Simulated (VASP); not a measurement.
# Br (Cmce) in VASP: a series of runs, part 2 of 3

VASP 6.6.1.

## (3) Single point, BLYP+D3(BJ)

This run uses another cell than the first one, of 30.36 Å³/atom, 0.997 times its volume.

Contents of INCAR:

```
SYSTEM = Br
AGGAC = 1.0
AGGAX = 1.0
ALDAC = 0.0
ALDAX = 1.0
ALGO = Normal
EDIFF = 1E-7
ENCUT = 520
GGA = B5
ISIF = 2
ISMEAR = -1
IVDW = 12
LASPH = .True.
LCHARG = .False.
LREAL = .False.
LWAVE = .False.
NBANDS = 22
NELM = 60
PREC = Accurate
SIGMA = 0.05
VDW_A1 = 0.4298
VDW_A2 = 4.2359
VDW_S6 = 1.0
VDW_S8 = 2.6996
```

Contents of KPOINTS:

```
k-points
0
Gamma
  7 7 3
  0 0 0
```

Contents of POSCAR:

```
Br
1.0
    3.3617541109     -2.1029006627      0.0000000000
    3.3617541109      2.1029006627      0.0000000000
    0.0000000000      0.0000000000      8.5885961936
Br
4
Direct
    0.3444040555      0.6555959445      0.3806745114
    0.1555959445      0.8444040555      0.8806745114
    0.6555959445      0.3444040555      0.6193254886
    0.8444040555      0.1555959445      0.1193254886
```

Potentials or basis: VASP PAW PBE potentials, release 64 (Br).

Launch:

```sh
$ cat potpaw_PBE.64/Br/POTCAR > POTCAR
$ mpirun -np 1 vasp_std > vasp.out
```

OUTCAR:

```text
SYSTEM = Br
   EDIFF = 1E-7
   ENCUT = 520
   GGA = B5
   ISIF = 2
   ISMEAR = -1
   IVDW = 12
   LASPH = .True.
   LREAL = .False.
   NELM = 60
   PREC = Accurate
 IVDW          = 12

 ion  position               nearest neighbor table
   1  0.344  0.656  0.381-   3 2.43
   2  0.156  0.844  0.881-   4 2.43
   3  0.656  0.344  0.619-   1 2.43
   4  0.844  0.156  0.119-   2 2.43

  LATTYP: Found a base centered orthorhombic cell.
 ALAT       =     4.2058013254
 B/A-ratio  =     1.5986271584
 C/A-ratio  =     2.0420831916

  Lattice vectors:

 A1 = (  -3.3617541109,  -2.1029006627,   0.0000000000)
 A2 = (   3.3617541109,  -2.1029006627,   0.0000000000)
 A3 = (   0.0000000000,   0.0000000000,   8.5885961936)

Analysis of symmetry for initial positions (statically):
=====================================================================
 Subroutine PRICEL returns:
 Original cell was already a primitive cell.

 Routine SETGRP: Setting up the symmetry group for a
 base centered orthorhombic supercell.

 Subroutine GETGRP returns: Found  8 space group operations
 (whereof  4 operations were pure point group operations)
 out of a pool of  8 trial point group operations.

The static configuration has the point symmetry C_2h.
 The point group associated with its full space group is D_2h.

Analysis of symmetry for dynamics (positions and initial velocities):
=====================================================================
 Subroutine PRICEL returns:
 Original cell was already a primitive cell.

 Routine SETGRP: Setting up the symmetry group for a
 base centered orthorhombic supercell.

 Subroutine GETGRP returns: Found  8 space group operations
 (whereof  4 operations were pure point group operations)
 out of a pool of  8 trial point group operations.

The dynamic configuration has the point symmetry C_2h.
 The point group associated with its full space group is D_2h.

 Subroutine INISYM returns: Found  8 space group operations
 (whereof  4 operations are pure point group operations),
 and found     1 'primitive' translations

----------------------------------------------------------------------------------------

                                     Primitive cell

  volume of cell :     121.4330

  direct lattice vectors                    reciprocal lattice vectors
     3.361754111 -2.102900663  0.000000000     0.148731877 -0.237766818  0.000000000
     3.361754111  2.102900663  0.000000000     0.148731877  0.237766818  0.000000000
     0.000000000  0.000000000  8.588596194     0.000000000  0.000000000  0.116433463

  length of vectors
     3.965297202  3.965297202  8.588596194     0.280453617  0.280453617  0.116433463

  position of ions in fractional coordinates (direct lattice)
     0.344404056  0.655595944  0.380674511
     0.155595944  0.844404056  0.880674511
     0.655595944  0.344404056  0.619325489
     0.844404056  0.155595944  0.119325489

  ion indices of the primitive-cell ions
   primitive index   ion index
                 1           1
                 2           2
                 3           3
                 4           4

----------------------------------------------------------------------------------------

 KPOINTS: k-points

Automatic generation of k-mesh.
 Grid dimensions read from file:
 generate k-points for:    7    7    3

 Generating k-lattice:

  Cartesian coordinates                     Fractional coordinates (reciprocal lattice)
     0.021247411 -0.033966688  0.000000000     0.142857143  0.000000000  0.000000000
     0.021247411  0.033966688  0.000000000     0.000000000  0.142857143  0.000000000
     0.000000000  0.000000000  0.038811154     0.000000000  0.000000000  0.333333333

  Length of vectors
     0.040064802  0.040064802  0.038811154

  Shift w.r.t. Gamma in fractional coordinates (k-lattice)
     0.000000000  0.000000000  0.000000000

 Subroutine IBZKPT returns following result:
 ===========================================

 Found     32 irreducible k-points:

 Following reciprocal coordinates:
            Coordinates               Weight
  0.000000  0.000000  0.000000      1.000000
  0.142857  0.000000  0.000000      4.000000
  0.285714  0.000000  0.000000      4.000000
  0.428571  0.000000  0.000000      4.000000
  0.142857  0.142857  0.000000      2.000000
  0.285714  0.142857  0.000000      4.000000
[... 16 lines left out ...]
  0.428571  0.142857  0.333333      8.000000
 -0.428571  0.142857  0.333333      8.000000
 [... further k-points ...]
   k-points           NKPTS =     32   k-points in BZ     NKDIM =     32   number of bands    NBANDS=     22
   number of dos      NEDOS =    301   number of ions     NIONS =      4
   total plane-waves  NPLWV =  57600
   dimension x,y,z NGX =    30 NGY =   30 NGZ =   64
   dimension x,y,z NGXF=    60 NGYF=   60 NGZF=  128
   ions per type =               4
   NGX,Y,Z   is equivalent  to a cutoff of  12.58, 12.58, 12.39 a.u.
   NGXF,Y,Z  is equivalent  to a cutoff of  25.16, 25.16, 24.78 a.u.
 SYSTEM =  Br
   PREC   = accura    normal or accurate (medium, high low for compatibility)
   ISTART =      0    job   : 0-new  1-cont  2-samecut
   ICHARG =      2    charge: 1-file 2-atom 10-const
   ISPIN  =      1    spin polarized calculation?
   LNONCOLLINEAR =      F non collinear calculations
   LSORBIT =      F    spin-orbit coupling
   LASPH  =      T    aspherical Exc in radial PAW
   ENCUT  =  520.0 eV  38.22 Ry    6.18 a.u.   7.37  7.37 15.97*2*pi/ulx,y,z
   NELM   =     60;   NELMIN=  2; NELMDL= -5     # of ELM steps
   EDIFF  = 0.1E-06   stopping-criterion for ELM
   LREAL  =      F    real-space projection
   EDIFFG = 0.1E-05   stopping-criterion for IOM
   NSW    =      0    number of steps for IOM
   IBRION =     -1    ionic relax: 0-MD 1-quasi-New 2-CG
   NFREE  =      0    steps in history (QN), initial steepest desc. (CG)
   ISIF   =      2    stress and relaxation
   ISYM   =      2    0-nonsym 1-usesym 2-fastsym
   POTIM  = 0.5000    time-step for ionic-motion
   TEBEG  =    0.0;   TEEND  =   0.0 temperature during run
   PSTRESS=    0.0 pullay stress
   NELECT =      28.0000    total number of electrons
   NUPDOWN=      -1.0000    fix difference up-down
   EMIN   =  10.00;   EMAX   =-10.00  energy-range for DOS
   EFERMI =   0.00;   METHOD = LEGACY
   ISMEAR =    -1;   SIGMA  =   0.05  broadening in eV -4-tet -1-fermi 0-gaus
   EFERMI_NEDOS =   21; number of points for ismear=-14 and -15
   IALGO  =     38    algorithm
   IMIX   =      4    mixing-type and parameters
     AMIX     =   0.40;   BMIX     =  1.00
     AMIX_MAG =   1.60;   BMIX_MAG =  1.00
  volume/ion in A,a.u.               =      30.36       204.87
  Fermi-wavevector in a.u.,A,eV,Ry     =   1.003880  1.897058 13.711617  1.007775
  Thomas-Fermi vector in A             =   2.136460
   LORBIT       =      0    0 simple, 1 ext, 2 COOP (PROOUT), +10 PAW based schemes
   GGA     = B5    functional components
   LHFCALC =     F    Hartree Fock is set to
   AEXX    =    0.0000 exact exchange contribution
   IVDW    =    12    specifies the selected vdW correction
   LEPSILON=     F    determine dielectric tensor
   LRPA    =     F    only Hartree local field effects (RPA)
 non-spin polarized calculation
  energy-cutoff  :      520.00
  volume of cell :      121.43
 maximum number of plane-waves:      3289
 NGX is ok and might be reduce to    30
   NGX = 15   NGY = 15   NGZ = 31

 number of electron      28.0000001 magnetization

 Free energy of the ion-electron system (eV)
  ---------------------------------------------------
  ext. energy  EPLUGINS =         0.00000000
  ---------------------------------------------------
  free energy    TOTEN  =        -5.11549507 eV

  energy without entropy =       -5.11549429  energy(sigma->0) =       -5.11549468

 E-fermi :   1.4218     XC(G=0):  -8.0064

 val. band max:        0.8080971933   @ k =   0.0000   0.0000   0.0000
 cond. band min:       2.0638278714   @ k =  -0.4286   0.4286   0.0000
 fundamental gap:      1.2557306781
 Fermi energy:         1.4217942324

 k-point     1 :       0.0000    0.0000    0.0000
  band No.  band energies     occupation
      1     -14.9289      2.00000
      2     -14.2446      2.00000
      3     -12.9509      2.00000
      4     -11.7653      2.00000
      5      -4.0541      2.00000
      6      -2.6392      2.00000
[... 574 lines left out ...]
      6      -3.8105      2.00000
[... 14 lines left out ...]
     21      11.2545      0.00000
     22      11.7508      0.00000

 [... further k-points ...]

------------------------ aborting loop because EDIFF is reached ----------------------------------------

 Edisp (eV)   -2.07984

 E8    (eV) :    -1.4626

  FORCE on cell =-STRESS in cart. coord.  units (eV):
  Direction    XX          YY          ZZ          XY          YZ          ZX
  --------------------------------------------------------------------------------------
  -------------------------------------------------------------------------------------
  Total      -0.00403     0.02455     0.08802     0.00000    -0.00000     0.00000
  in kB      -0.05311     0.32389     1.16139     0.00000    -0.00000     0.00000
  external pressure =        0.48 kB  Pullay stress =        0.00 kB

 VOLUME and BASIS-vectors are now :
 -----------------------------------------------------------------------------
  energy-cutoff  :      520.00
  volume of cell :      121.43
      direct lattice vectors                 reciprocal lattice vectors
     3.361754111 -2.102900663  0.000000000     0.148731877 -0.237766818  0.000000000
     3.361754111  2.102900663  0.000000000     0.148731877  0.237766818  0.000000000
     0.000000000  0.000000000  8.588596194     0.000000000  0.000000000  0.116433463

 POSITION                                       TOTAL-FORCE (eV/Angst)
 -----------------------------------------------------------------------------------
      3.36175      0.65441      3.26946         0.000000      0.011829     -0.015268
      3.36175      1.44850      7.56376         0.000000     -0.011829     -0.015268
      3.36175     -0.65441      5.31914         0.000000     -0.011829      0.015268
      3.36175     -1.44850      1.02484         0.000000      0.011829      0.015268
 -----------------------------------------------------------------------------------
    total drift:                                0.000000      0.000000      0.000000

  FREE ENERGIE OF THE ION-ELECTRON SYSTEM (eV)
  ---------------------------------------------------
  free  energy   TOTEN  =        -7.1953314027 eV

  energy  without entropy=       -7.1953306298  energy(sigma->0) =       -7.19533102
```

Run time: 57 s. Hardware: 1 thread of Intel Xeon 6975P-C (Granite Rapids), shared host; peak memory 0.24 GiB.

What came out:

| Quantity | Value |
| --- | --- |
| Free energy | -7.1953 eV |
| Pressure | 0.0 GPa |
| Largest force | 0.019 eV/Å |
| Band gap on the k mesh | 1.26 eV, indirect (least direct gap 1.34 eV) |
| Dispersion energy per atom | -0.520 eV |

Forces on the atoms (eV/Å):
```
Br   0.000  0.012 -0.015
Br   0.000 -0.012 -0.015
Br   0.000 -0.012  0.015
Br   0.000  0.012  0.015
```

Stress tensor (GPa, compression positive):
```
-0.01  0.00  0.00
 0.00  0.03  0.00
 0.00  0.00  0.12
```

Levels at points of the mesh, in eV from the valence-band top:
| k point | band 12 | band 13 | band 14 | band 15 | band 16 | band 17 |
| --- | --- | --- | --- | --- | --- | --- |
| (0.00, 0.00, 0.00) | -0.59 | -0.26 | 0.00 | 1.34 | 2.15 | 6.34 |

Caveat: the PAW data sets were made with another functional, which shifts forces and pressure a little. A k mesh can miss the band edges.

## (4) Single point, BLYP+D4

This run uses another cell than the first one, of 30.75 Å³/atom, 1.010 times its volume.

Contents of INCAR:

```
AGGAC = 1.0
AGGAX = 1.0
ALDAC = 0.0
ALDAX = 1.0
ALGO = Normal
EDIFF = 1E-6
ENCUT = 520
GGA = B5
ISIF = 2
ISMEAR = -1
IVDW = 13
LASPH = T
LCHARG = F
LREAL = F
LWAVE = F
NBANDS = 22
NELM = 100
PREC = Accurate
SIGMA = 0.05
VDW_A1 = 0.44488865
VDW_A2 = 4.0933009
VDW_S6 = 1.0
VDW_S8 = 2.34076671
```

Contents of KPOINTS:

```
k-points
0
Gamma
  7 7 3
```

Contents of POSCAR:

```
Br
1.0
    3.3857452362     -2.1105791158      0.0000000000
    3.3857452362      2.1105791158      0.0000000000
    0.0000000000      0.0000000000      8.6065815496
Br
4
Direct
    0.3454320231      0.6545679769      0.3807996337
    0.1545679769      0.8454320231      0.8807996337
    0.6545679769      0.3454320231      0.6192003663
    0.8454320231      0.1545679769      0.1192003663
```

Launch:

```sh
$ cat potpaw_PBE.64/Br/POTCAR > POTCAR
$ mpirun -np 1 vasp_std > vasp.out
```

Run time: 46 s. Hardware: 1 thread of Intel Xeon 6975P-C (Granite Rapids), shared host; peak memory 0.25 GiB.

Results (log left out):

| Property | Result |
| --- | --- |
| Free energy | -7.0953 eV |
| Pressure | 0.1 GPa |
| Largest force | 0.020 eV/Å |
| Band gap on the k mesh | 1.26 eV, indirect (least direct gap 1.33 eV) |
| Dispersion energy per atom | -0.487 eV |

Forces in eV/Å, atoms in the order of the input:
```
Br   0.000  0.013 -0.016
Br   0.000 -0.013 -0.016
Br   0.000 -0.013  0.016
Br   0.000  0.013  0.016
```

Stress tensor (GPa, compression positive):
```
0.00 0.00 0.00
0.00 0.03 0.00
0.00 0.00 0.12
```

Levels at points of the mesh, in eV from the valence-band top:
```csv
k point,band 10,band 11,band 12,band 13,band 14,band 15,band 16,band 17,band 18,band 19
"(0.00, 0.00, 0.00)",-1.35,-1.17,-0.57,-0.27,0.00,1.33,2.14,6.29,7.03,7.10
```

Caveat: the PAW data sets were made with another functional, which shifts forces and pressure a little.

## (5) Single point, LDA (volume scaled by 0.94)

Contents of INCAR:

```
SYSTEM = Br
PREC = Accurate ; ENCUT = 520
EDIFF = 1E-6 ; ISMEAR = -1
SIGMA = 0.05 ; LREAL = .False.
LASPH = .True. ; NELM = 60
ALGO = Normal ; ISIF = 2
LWAVE = .False. ; LCHARG = .False.
GGA = CA ; NBANDS = 22
```

Contents of KPOINTS:

```
regular mesh
0
Gamma
  7 7 3
  0 0 0
```

Contents of POSCAR:

```
Br
1.0
    3.2945929801     -2.2751377168      0.0000000000
    3.2945929801      2.2751377168      0.0000000000
    0.0000000000      0.0000000000      8.5246521939
Br
4
Direct
    0.3651000000      0.6349000000      0.3901000000
    0.1349000000      0.8651000000      0.8901000000
    0.6349000000      0.3651000000      0.6099000000
    0.8651000000      0.1349000000      0.1099000000
```

Potentials or basis: VASP PAW LDA potentials, release 64 (Br).

Launch:

```sh
$ cat potpaw_LDA.64/Br/POTCAR > POTCAR
$ mpirun -np 1 vasp_std > vasp.out
```

Run time: 31 s. Hardware: 1 thread of Intel Xeon 6975P-C (Granite Rapids), shared host; peak memory 0.21 GiB.

Results (log left out):

```yaml
Free_energy: -8.0901 eV
Pressure: 0.7 GPa
Largest_force: 1.493 eV/Å
Band_gap_on_the_k_mesh: 1.95 eV, indirect (least direct gap 1.97 eV)
```

Forces on the atoms (eV/Å):
```
Br   0.000  0.756 -1.287
Br   0.000 -0.756 -1.287
Br   0.000 -0.756  1.287
Br   0.000  0.756  1.287
```

Stress tensor (GPa, compression positive):
```
-0.91  0.00  0.00
 0.00 -0.17  0.00
 0.00  0.00  3.13
```

Levels at points of the mesh, in eV from the valence-band top:
| k point | band 11 | band 12 | band 13 | band 14 | band 15 | band 16 | band 17 | band 18 |
| --- | --- | --- | --- | --- | --- | --- | --- | --- |
| (0.00, 0.00, 0.00) | -1.06 | -0.41 | -0.07 | -0.01 | 1.96 | 2.78 | 5.64 | 6.25 |

Caveat: the cell differs from its parent crystal (volume scaled by 0.94); forces of over 1 eV/Å act on the atoms, so gaps and moduli don't describe the material at rest. A k mesh can miss the band edges.

(Continued in part 3 of 3.)
